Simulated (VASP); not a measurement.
TaWC2:

```xyz
4
Lattice="1.5925 0.9195 5.1688 -1.5925 0.9195 5.1688 0.0000 -1.8389 5.1688" Properties=species:S:1:pos:R:3 pbc="T T T"
W     0.0000    0.0000    0.0000
Ta    0.0000    0.0000    7.7531
C     0.0000    0.0000    3.8910
C     0.0000    0.0000   11.6152
```

Base run:

* Program: VASP 6.6.1
* Functional: LDA
* Potentials or basis: VASP PAW LDA potentials, release 64 (W_sv, Ta_pv, C)
* Cutoff: 520 eV
* k mesh: 10 × 10 × 10
* Occupations: fermi-dirac, width 0.05 eV
* Spin: no spin polarisation

Its results: band gap on the k mesh zero (an odd number of electrons rules out a gap without spin polarisation); pressure -26.2 GPa; largest force 0.073 eV/Å.

**Question.** The run is repeated on the same cell with these changes: functional from LDA to PBE; potentials or basis from VASP PAW LDA potentials, release 64 (W_sv, Ta_pv, C) to VASP PAW PBE potentials, release 64 (W_sv, Ta_pv, C). What comes out?

**Answer.** Band gap on the k mesh zero (an odd number of electrons rules out a gap without spin polarisation); pressure -14.0 GPa; largest force 0.053 eV/Å.

Caveats: the cell stands under tension; spin-orbit coupling is left out, which moves the levels of the heavy elements.
